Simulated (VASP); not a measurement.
Write the native input for VASP 6.6.1 that does the following.

| Quantity | Value |
| --- | --- |
| Task | single point |
| Functional | PBEsol |
| Potentials or basis | VASP PAW PBE potentials, release 64 (Ta_pv, N) |
| Cutoff | 520 eV |
| k mesh | 24 × 24 × 20 |
| Occupations | gaussian, width 0.15 eV |
| Spin | no spin polarisation |
| Dipole correction | no |
| Further INCAR settings | ALGO = Normal; EDIFF = 1e-06; NBANDS = 15 |

The structure of TaN lies in POSCAR:

```
TaN
1.0
    2.9239890447      0.0000000000      0.0000000000
   -1.4619945224      2.5322487931      0.0000000000
    0.0000000000      0.0000000000      2.8707276427
Ta N
1 1
Direct
    0.3333333333      0.6666666667      0.5000000000
    0.0000000000      0.0000000000      0.0696687478
```

This cell differs from its parent crystal: all N atoms moved -0.200 Å, as atom 2 towards its neighbour atom 2 (N) at 2.871 Å.

The input as run:

INCAR

```
PREC = Accurate ; ENCUT = 520
EDIFF = 1E-6 ; ISMEAR = 0
SIGMA = 0.15 ; LREAL = False
LASPH = True ; NELM = 60
ALGO = Normal ; ISIF = 2
LWAVE = False ; LCHARG = False
GGA = PS ; NBANDS = 15
```

KPOINTS

```
regular mesh
0
Gamma
  24 24 20
```

Potentials or basis: VASP PAW PBE potentials, release 64 (Ta_pv, N).

Run with:

```bash
$ cat potpaw_PBE.64/Ta_pv/POTCAR potpaw_PBE.64/N/POTCAR > POTCAR
$ mpirun -np 1 vasp_std > vasp.out
```

It gave:

The pressure is 9.7 GPa, the largest force is 3.207 eV/Å and the band gap on the k mesh is zero (bands 8 and 9 overlap by 0.50 eV).

Caveat: the cell differs from its parent crystal (all N atoms moved -0.200 Å, as atom 2 towards its neighbour atom 2 (N) at 2.871 Å); the cell stands under pressure; the PAW data sets were made with another functional, which shifts forces and pressure a little; spin-orbit coupling is left out, which moves the levels of the heavy elements.

Wall time 3.2 min on 1 thread of Intel(R) Xeon(R) Platinum 8488C (Sapphire Rapids), with other jobs on the host, peak memory 0.45 GiB.
